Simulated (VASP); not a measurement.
# C (I4_1/amd) in VASP: notebook

Runs on C. Level: PBEsol. Tasks: single point.

Program: VASP 6.6.1. These are calculated values, not measurements. Logs are shortened: lines on timing, memory, paths and dates and some standing lists are left out, and cuts for length are marked.

## Step 1: The cell of the first run

Symmetry: I4_1/amd, No. 141, tetragonal system. The conventional cell has a = 2.320 Å, b = 2.320 Å, c = 3.852 Å, α = 90.00°, β = 90.00°, γ = 90.00°. Within 2.0 Å of C (site symmetry -4m2) lie 4 C at 1.51 Å.

## Step 2: Single point, PBEsol (strain -0.080 along x and y, +0.080 along z)

Contents of INCAR:

```
ALGO = Normal
EDIFF = 1E-6
ENCUT = 520
GGA = PS
ISIF = 2
ISMEAR = 0
LASPH = True
LCHARG = False
LREAL = False
LWAVE = False
NBANDS = 11
NELM = 100
PREC = Accurate
SIGMA = 0.05
```

Contents of KPOINTS:

```
k-points
0
Gamma
  12 12 12
```

Contents of POSCAR:

```
C
1.0
    0.0000000000      1.6407280000      1.9260720000
    1.6407280000      0.0000000000      1.9260720000
    1.6407280000      1.6407280000      0.0000000000
C
2
Direct
    0.5000000000      0.5000000000      0.5000000000
    0.7500000000      0.7500000000      0.7500000000
```

Potentials or basis: VASP PAW PBE potentials, release 64 (C).

Command:

```console
$ cat potpaw_PBE.64/C/POTCAR > POTCAR
$ mpirun -np 1 vasp_std > vasp.out
```

OUTCAR:

```text
EDIFF = 1E-6
   ENCUT = 520
   GGA = PS
   ISIF = 2
   ISMEAR = 0
   LASPH = True
   LREAL = False
   NELM = 100
   PREC = Accurate

 ion  position               nearest neighbor table
   1  0.500  0.500  0.500-   2 1.51   2 1.51   2 1.51   2 1.51
   2  0.750  0.750  0.750-   1 1.51   1 1.51   1 1.51   1 1.51

  LATTYP: Found a body centered tetragonal cell.
 ALAT       =     2.3203397898
 C/A-ratio  =     1.6601637471

  Lattice vectors:

 A1 = (  -1.6407280000,   0.0000000000,   1.9260720000)
 A2 = (   1.6407280000,   0.0000000000,   1.9260720000)
 A3 = (   0.0000000000,   1.6407280000,  -1.9260720000)

Analysis of symmetry for initial positions (statically):
=====================================================================
 Subroutine PRICEL returns:
 Original cell was already a primitive cell.

 Routine SETGRP: Setting up the symmetry group for a
 body centered tetragonal supercell.

 Subroutine GETGRP returns: Found 16 space group operations
 (whereof  8 operations were pure point group operations)
 out of a pool of 16 trial point group operations.

The static configuration has the point symmetry D_2d.
 The point group associated with its full space group is D_4h.

Analysis of symmetry for dynamics (positions and initial velocities):
=====================================================================
 Subroutine PRICEL returns:
 Original cell was already a primitive cell.

 Routine SETGRP: Setting up the symmetry group for a
 body centered tetragonal supercell.

 Subroutine GETGRP returns: Found 16 space group operations
 (whereof  8 operations were pure point group operations)
 out of a pool of 16 trial point group operations.

The dynamic configuration has the point symmetry D_2d.
 The point group associated with its full space group is D_4h.

 Subroutine INISYM returns: Found 16 space group operations
 (whereof  8 operations are pure point group operations),
 and found     1 'primitive' translations

----------------------------------------------------------------------------------------

                                     Primitive cell

  volume of cell :      10.3699

  direct lattice vectors                    reciprocal lattice vectors
     0.000000000  1.640728000  1.926072000    -0.304742773  0.304742773  0.259595695
     1.640728000  0.000000000  1.926072000     0.304742773 -0.304742773  0.259595695
     1.640728000  1.640728000  0.000000000     0.304742773  0.304742773 -0.259595695

  length of vectors
     2.530166342  2.530166342  2.320339790     0.503116527  0.503116527  0.503116527
[... 84 lines left out ...]
   NSW    =      0    number of steps for IOM
   IBRION =     -1    ionic relax: 0-MD 1-quasi-New 2-CG
   NFREE  =      0    steps in history (QN), initial steepest desc. (CG)
   ISIF   =      2    stress and relaxation
   ISYM   =      2    0-nonsym 1-usesym 2-fastsym
   POTIM  = 0.5000    time-step for ionic-motion
   TEBEG  =    0.0;   TEEND  =   0.0 temperature during run
   PSTRESS=    0.0 pullay stress
   NELECT =       8.0000    total number of electrons
   NUPDOWN=      -1.0000    fix difference up-down
   EMIN   =  10.00;   EMAX   =-10.00  energy-range for DOS
   EFERMI =   0.00;   METHOD = LEGACY
   ISMEAR =     0;   SIGMA  =   0.05  broadening in eV -4-tet -1-fermi 0-gaus
   EFERMI_NEDOS =   21; number of points for ismear=-14 and -15
   IALGO  =     38    algorithm
   IMIX   =      4    mixing-type and parameters
     AMIX     =   0.40;   BMIX     =  1.00
     AMIX_MAG =   1.60;   BMIX_MAG =  1.00
  volume/ion in A,a.u.               =       5.18        34.99
  Fermi-wavevector in a.u.,A,eV,Ry     =   1.501457  2.837343 30.672613  2.254373
  Thomas-Fermi vector in A             =   2.612825
   LORBIT       =      0    0 simple, 1 ext, 2 COOP (PROOUT), +10 PAW based schemes
   GGA     = PS    functional components
   LHFCALC =     F    Hartree Fock is set to
   AEXX    =    0.0000 exact exchange contribution
   IVDW    =     0    specifies the selected vdW correction
   LEPSILON=     F    determine dielectric tensor
   LRPA    =     F    only Hartree local field effects (RPA)
 non-spin polarized calculation
 Gauss-broadening in eV      SIGMA  =   0.05
  energy-cutoff  :      520.00
  volume of cell :       10.37
 maximum number of plane-waves:       292
   NGX =  9   NGY =  9   NGZ =  9

 number of electron       8.0000000 magnetization

 Free energy of the ion-electron system (eV)
  ---------------------------------------------------
  ext. energy  EPLUGINS =         0.00000000
  ---------------------------------------------------
  free energy    TOTEN  =       -18.51954659 eV

  energy without entropy =      -18.51954659  energy(sigma->0) =      -18.51954659

 E-fermi :  12.4232     XC(G=0): -13.9093

 val. band max:       12.1213937613   @ k =   0.0000   0.0000   0.0000
 cond. band min:      14.2202899082   @ k =   0.4167   0.0000   0.4167
 fundamental gap:      2.0988961469
 Fermi energy:        12.4232207423

 k-point     1 :       0.0000    0.0000    0.0000
  band No.  band energies     occupation
      1     -11.6795      2.00000
      2       9.0562      2.00000
      3      12.1214      2.00000
      4      12.1214      2.00000
      5      16.4733      0.00000
      6      16.4733      0.00000
      7      18.4875      0.00000
      8      25.6854      0.00000
      9      31.5454      0.00000
     10      32.9320      0.00000
     11      34.4784      0.00000
[... 309 lines left out ...]
 k-point    24 :      -0.4167    0.1667    0.0000
  band No.  band energies     occupation
      1      -4.6572      2.00000
      2      -2.7128      2.00000
      3       3.4529      2.00000
      4       9.0683      2.00000
      5      19.4571      0.00000
      6      22.2080      0.00000
      7      23.0516      0.00000
      8      27.5368      0.00000
      9      32.8151      0.00000
     10      36.0121      0.00000
     11      36.7127      0.00000

 [... further k-points ...]
[... 5 lines left out ...]
  --------------------------------------------------------------------------------------
  -------------------------------------------------------------------------------------
  Total        6.8091410      6.8091410     -5.3230177      0.0000000     -0.0000000      0.0000000
  in kB     1052.0278084   1052.0278084   -822.4183649      0.0000000     -0.0000000      0.0000000
  external PRESSURE =     427.2124173 kB  Pullay stress =       0.0000000 kB

 VOLUME and BASIS-vectors are now :
 -----------------------------------------------------------------------------
  energy-cutoff  :      520.00
  volume of cell :       10.37
      direct lattice vectors                 reciprocal lattice vectors
     0.000000000  1.640728000  1.926072000    -0.304742773  0.304742773  0.259595695
     1.640728000  0.000000000  1.926072000     0.304742773 -0.304742773  0.259595695
     1.640728000  1.640728000  0.000000000     0.304742773  0.304742773 -0.259595695

 POSITION                                       TOTAL-FORCE (eV/Angst)
 -----------------------------------------------------------------------------------
      1.64073      1.64073      1.92607         0.000000      0.000000     -0.000000
      2.46109      2.46109      2.88911        -0.000000     -0.000000      0.000000
 -----------------------------------------------------------------------------------
    total drift:                                0.000000     -0.000000      0.000000

  FREE ENERGIE OF THE ION-ELECTRON SYSTEM (eV)
  ---------------------------------------------------
  free  energy   TOTEN  =       -18.5195465905 eV

  energy  without entropy=      -18.5195465905  energy(sigma->0) =      -18.51954659
```

stdout:

```text
POSCAR found type information on POSCAR C
 POSCAR found :  1 types and       2 ions
 scaLAPACK will be used
 -----------------------------------------------------------------------------
|                                                                             |
|                                                                             |
|     You enforced a specific xc type in the INCAR file but a different       |
|     I HOPE YOU KNOW WHAT YOU ARE DOING!                                     |
|                                                                             |
 -----------------------------------------------------------------------------

 LDA part: xc-table for (Slater+PW92), standard interpolation
 POSCAR, INCAR and KPOINTS ok, starting setup
 FFT: planning ... GRIDC
 FFT: planning ... GRID_SOFT
 FFT: planning ... GRID
 WAVECAR not read
 entering main loop
```

Run time: 7.7 s. Hardware: 1 thread of Intel Xeon Platinum 8559C (Emerald Rapids), shared host; peak memory 0.12 GiB.

What came out:

```
Free energy            : -18.5195 eV
Pressure               : 42.7 GPa
Band gap on the k mesh : 2.10 eV, indirect (least direct gap 4.35 eV)
```

Levels at points of the mesh, in eV from the valence-band top:
```tsv
k point	band 2	band 3	band 4	band 5	band 6	band 7
(0.00, 0.00, 0.00)	-3.07	0.00	0.00	4.35	4.35	6.37
(0.50, 0.00, 0.00)	-15.46	-5.73	-2.28	4.58	8.51	11.48
(0.50, 0.50, 0.00)	-16.16	-6.03	-6.03	6.53	6.53	16.30
(0.50, 0.00, 0.50)	-13.47	-8.56	-8.56	2.64	2.64	15.93
```

Caveat: the cell differs from its parent crystal (strain -0.080 along x and y, +0.080 along z); the PAW data sets were made with another functional, which shifts forces and pressure a little. A k mesh can miss the band edges.

## Step 3: Single point, PBEsol (strain -0.080 along x and y, +0.040 along z)

Contents of INCAR:

```
ALGO = Normal ; EDIFF = 1E-7
ENCUT = 520 ; GGA = PS
ISIF = 2 ; ISMEAR = 0
LASPH = T ; LCHARG = F
LREAL = F ; LWAVE = F
NBANDS = 11 ; NELM = 100
PREC = Accurate ; SIGMA = 0.05
```

KPOINTS is that of step 2.

Contents of POSCAR:

```
C
1.0
    0.0000000000      1.6407280000      1.8547360000
    1.6407280000      0.0000000000      1.8547360000
    1.6407280000      1.6407280000      0.0000000000
C
2
Direct
    0.5000000000      0.5000000000      0.5000000000
    0.7500000000      0.7500000000      0.7500000000
```

Potentials or basis: VASP PAW PBE potentials, release 64 (C).

Command:

```console
$ cat potpaw_PBE.64/C/POTCAR > POTCAR
$ mpirun -np 1 vasp_std > vasp.out
```

Wall time 7.5 s (1 thread of Intel Xeon Platinum 8559C (Emerald Rapids), shared host); peak memory 0.12 GiB.

It converged, with:

| Property | Result |
| --- | --- |
| Free energy | -18.6544 eV |
| Pressure | 66.5 GPa |
| Band gap on the k mesh | 2.65 eV, indirect (least direct gap 4.75 eV) |

Stress tensor (GPa, compression positive):
```
114.63   0.00   0.00
  0.00 114.63   0.00
  0.00   0.00 -29.84
```

Levels at points of the mesh, in eV from the valence-band top:
| k point | band 2 | band 3 | band 4 | band 5 | band 6 | band 7 |
| --- | --- | --- | --- | --- | --- | --- |
| (0.00, 0.00, 0.00) | -2.32 | 0.00 | 0.00 | 4.75 | 4.75 | 6.33 |
| (0.50, 0.00, 0.00) | -15.70 | -5.24 | -2.55 | 5.83 | 8.80 | 11.55 |
| (0.50, 0.50, 0.00) | -15.88 | -6.46 | -6.46 | 6.25 | 6.25 | 17.42 |
| (0.50, 0.00, 0.50) | -13.74 | -8.46 | -8.46 | 3.18 | 3.18 | 17.29 |

Caveat: the cell differs from its parent crystal (strain -0.080 along x and y, +0.040 along z); the PAW data sets were made with another functional, which shifts forces and pressure a little. A k mesh can miss the band edges.

## Step 4: Single point, PBEsol (strain +0.000 along x and y, -0.080 along z)

Contents of INCAR:

```
SYSTEM = C
PREC = Accurate
ENCUT = 520
EDIFF = 1E-6
ISMEAR = 0
SIGMA = 0.05
LREAL = .FALSE.
LASPH = .TRUE.
NELM = 80
ALGO = Normal
ISIF = 2
LWAVE = .FALSE.
LCHARG = .FALSE.
GGA = PS
NBANDS = 11
```

Contents of KPOINTS:

```
Automatic mesh
0
G
  12 12 12
  0 0 0
```

Contents of POSCAR:

```
C
1.0
    0.0000000000      1.7834000000      1.6407280000
    1.7834000000      0.0000000000      1.6407280000
    1.7834000000      1.7834000000      0.0000000000
C
2
Direct
    0.5000000000      0.5000000000      0.5000000000
    0.7500000000      0.7500000000      0.7500000000
```

Command:

```console
$ cat potpaw_PBE.64/C/POTCAR > POTCAR
$ mpirun -np 1 vasp_std > vasp.out
```

Run time: 7.7 s. Hardware: 1 thread of Intel Xeon Platinum 8559C (Emerald Rapids), shared host; peak memory 0.12 GiB.

The run converged. Its results:

```
Free energy            : -19.0143 eV
Pressure               : 38.6 GPa
Band gap on the k mesh : 2.05 eV, indirect (least direct gap 4.33 eV)
```

Stress tensor (GPa, compression positive):
```
13.29  0.00  0.00
 0.00 13.29  0.00
 0.00  0.00 89.23
```

Levels at points of the mesh, in eV from the valence-band top:
```csv
k point,band 2,band 3,band 4,band 5,band 6,band 7
"(0.00, 0.00, 0.00)",-1.21,-1.21,0.00,4.33,5.39,5.39
"(0.50, 0.00, 0.00)",-15.21,-4.59,-3.09,7.09,7.47,10.42
"(0.50, 0.50, 0.00)",-13.22,-8.51,-8.51,2.62,2.62,17.50
"(0.50, 0.00, 0.50)",-14.65,-7.16,-7.16,4.72,4.72,16.75
```

Caveat: the cell differs from its parent crystal (strain +0.000 along x and y, -0.080 along z); the PAW data sets were made with another functional, which shifts forces and pressure a little.

## Step 5: The runs side by side

| cell | gap on the mesh (eV) | pressure (GPa) |
| --- | --- | --- |
| a = 2.530, b = 2.530, c = 2.320 Å, angles 62.7, 62.7, 54.6°, 2 atoms | 2.10 | 42.7 |
| a = 2.476, b = 2.476, c = 2.320 Å, angles 62.1, 62.1, 55.9°, 2 atoms | 2.65 | 66.5 |
| a = 2.423, b = 2.423, c = 2.522 Å, angles 58.6, 58.6, 62.7°, 2 atoms | 2.05 | 38.6 |

Alike in all rows: task single point; level PBEsol; potentials or basis VASP PAW PBE potentials, release 64 (C); no spin polarisation; k mesh 12 × 12 × 12; cutoff (eV) 520; smearing gaussian 0.05 eV.

Caveats: the PAW data sets were made with another functional, which shifts forces and pressure a little.

Absolute energies hang on the potentials; compare differences alone.
